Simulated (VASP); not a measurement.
A run of VASP 6.6.1 is set up as follows.

File INCAR:

```
SYSTEM = Ti
PREC = Accurate
ENCUT = 520
EDIFF = 1E-8
ISMEAR = -1
SIGMA = 0.05
LREAL = .False.
LASPH = .True.
NELM = 60
ALGO = Normal
ISIF = 2
LWAVE = .False.
LCHARG = .False.
GGA = PE
LEFG = .True.
NBANDS = 12
```

KPOINTS

```
regular mesh
0
Gamma
  14 14 14
  0 0 0
```

Contents of POSCAR:

```
Ti
1.0
   -1.6075008044      1.6075008044      1.6075008044
    1.6075008044     -1.6075008044      1.6075008044
    1.6075008044      1.6075008044     -1.6075008044
Ti
1
Direct
    0.0000000000      0.0000000000      0.0000000000
```

Potentials or basis: VASP PAW PBE potentials, release 64 (Ti_sv).

Run with:

```console
$ cat potpaw_PBE.64/Ti_sv/POTCAR > POTCAR
$ mpirun -np 1 vasp_std > vasp.out
```

Q: Estimate the band gap on the k mesh.

A: Zero (band 6 reaches 9.58 eV, above the bottom of band 7 at 7.87 eV).

Q: Estimate the pressure.

A: 4.0 GPa.

Caveat: without QUAD_EFG the Cq values of the log hold for a quadrupole moment of 1 mb, not for the nuclei.
